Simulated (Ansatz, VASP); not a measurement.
**CaO in VASP and in Ansatz**

```xyz
2
Lattice="2.9343 0.0000 0.0000 0.0000 2.9343 0.0000 0.0000 0.0000 2.9343" Properties=species:S:1:pos:R:3 pbc="T T T"
Ca    1.4671    1.4671    1.4671
O     0.0000    0.0000    0.0000
```

Change from the starting cell: species swapped into the SrCd type (Pm-3m, No. 221).

Alike in both runs: functional PBE; k mesh 8 × 8 × 8; occupations gaussian, width 0.02 eV; no spin polarisation.

Ansatz relaxed the structure, and its values are those at the end. VASP's run is a single point on that final structure, the one shown.

|  | VASP | Ansatz |
| --- | --- | --- |
| version | VASP 6.6.1 | Ansatz 0.2.0 |
| potentials or method | VASP PAW PBE potentials, release 64 (Ca_sv, O), cutoff 520 eV | scalar-relativistic, plane waves, PAW |
| valence electrons in the cell | 16 | 16 |

|  | VASP | Ansatz | Ansatz less VASP |
| --- | --- | --- | --- |
| gap on the k mesh at the Fermi level (eV) | 2.77 | 2.78 | +0.013 |
| least direct gap on the mesh (eV) | 3.08 | 3.09 | +0.013 |
| pressure (GPa) | 0.6 | 0.0 | -0.58 |

The functional is the same, so the differences come from potentials, cutoffs and numerics.
